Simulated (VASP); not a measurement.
Ti7Si16:

```
Ti Si
1.0
     0.00000    0.00000   -7.15844
    -1.77380   -6.78034   -3.57922
    -7.09522    0.00000   -3.57922
Ti Si
7 16
Direct
  0.20445 0.78795 0.05957
  0.69867 0.79399 0.05316
  0.45793 0.79294 0.54957
  0.04881 0.20822 0.44868
  0.54983 0.20750 0.44392
  0.79592 0.20861 0.94838
  0.29187 0.20593 0.94976
  0.45796 0.11882 0.22155
  0.95966 0.11545 0.21823
  0.20521 0.12181 0.72284
  0.70670 0.11618 0.72449
  0.79852 0.87929 0.27706
  0.29533 0.88374 0.27348
  0.54381 0.88201 0.77953
  0.04013 0.88209 0.78166
  0.68674 0.50025 0.37173
  0.18674 0.50274 0.37369
  0.43810 0.49902 0.87439
  0.94062 0.49865 0.87445
  0.56234 0.50377 0.12156
  0.06354 0.50061 0.12600
  0.30935 0.49696 0.62520
  0.81802 0.49527 0.62812
```

```yaml
Program: VASP 6.6.1
Task: relaxation of cell and atoms
Functional: PBE
Potentials_or_basis: VASP PAW PBE potentials, release 64 (Ti_sv, Si)
Cutoff: 500 eV
k_mesh: 2 × 2 × 2, shifted
Occupations: gaussian, width 0.1 eV
Spin: no spin polarisation
```

At the start: pressure -0.4 GPa; volume 14.97 Å³/atom.

Problem. Where does the relaxation end?

Solution. Over 12 steps the energy falls by 23.1 meV/atom and the volume is 14.75 Å³/atom (-1.5 %); space group Cm (No. 8, to 0.1 Å) before and after.

The path:
| step | energy change (eV) | largest force (eV/Å) | pressure (GPa) | volume (Å³) |
| --- | --- | --- | --- | --- |
| 1 | 0.0000 | 1.1366 | -0.41 | 344.38 |
| 2 | -0.3019 | 0.6725 | -0.18 | 342.45 |
| 3 | -0.3716 | 0.5650 | 0.16 | 340.97 |
| 4 | -0.4680 | 0.3017 | -0.33 | 341.11 |
| 5 | -0.4787 | 0.3050 | -0.51 | 341.17 |
| 6 | -0.5181 | 0.1462 | 0.42 | 338.29 |
| 7 | -0.5185 | 0.1447 | 0.51 | 337.99 |
| 8 | -0.5253 | 0.1103 | -0.43 | 340.26 |
| 9 | -0.5258 | 0.1172 | -0.24 | 339.81 |
| 10 | -0.5301 | 0.0552 | -0.02 | 339.31 |
| 11 | -0.5303 | 0.0654 | 0.05 | 339.16 |
| 12 | -0.5315 | 0.0317 | -0.01 | 339.32 |

Final structure:
```yaml
crystal:
  lattice:
    - [-0.02300, -0.00971, -7.11761]
    - [-1.77470, -6.74222, -3.57383]
    - [-7.08612, 0.00076, -3.58153]
  atoms:
    - { symbol: Ti, position: [0.20175, 0.79862, 0.04935] }
    - { symbol: Ti, position: [0.69745, 0.80006, 0.05066] }
    - { symbol: Ti, position: [0.45306, 0.79618, 0.54942] }
    - { symbol: Ti, position: [0.05247, 0.20693, 0.45177] }
    - { symbol: Ti, position: [0.54325, 0.20535, 0.44875] }
    - { symbol: Ti, position: [0.80022, 0.20825, 0.94674] }
    - { symbol: Ti, position: [0.29554, 0.20988, 0.94708] }
    - { symbol: Si, position: [0.46044, 0.10947, 0.21926] }
    - { symbol: Si, position: [0.95511, 0.11685, 0.22529] }
    - { symbol: Si, position: [0.21099, 0.10294, 0.72707] }
    - { symbol: Si, position: [0.70888, 0.11613, 0.71684] }
    - { symbol: Si, position: [0.80145, 0.87447, 0.29308] }
    - { symbol: Si, position: [0.28012, 0.87222, 0.29649] }
    - { symbol: Si, position: [0.56787, 0.87155, 0.76721] }
    - { symbol: Si, position: [0.04458, 0.86983, 0.76874] }
    - { symbol: Si, position: [0.68894, 0.49801, 0.37487] }
    - { symbol: Si, position: [0.18256, 0.51087, 0.37450] }
    - { symbol: Si, position: [0.43919, 0.49787, 0.87416] }
    - { symbol: Si, position: [0.93613, 0.50915, 0.87135] }
    - { symbol: Si, position: [0.56043, 0.50323, 0.12434] }
    - { symbol: Si, position: [0.06128, 0.50068, 0.12409] }
    - { symbol: Si, position: [0.30539, 0.51245, 0.62279] }
    - { symbol: Si, position: [0.81313, 0.51081, 0.62316] }
```
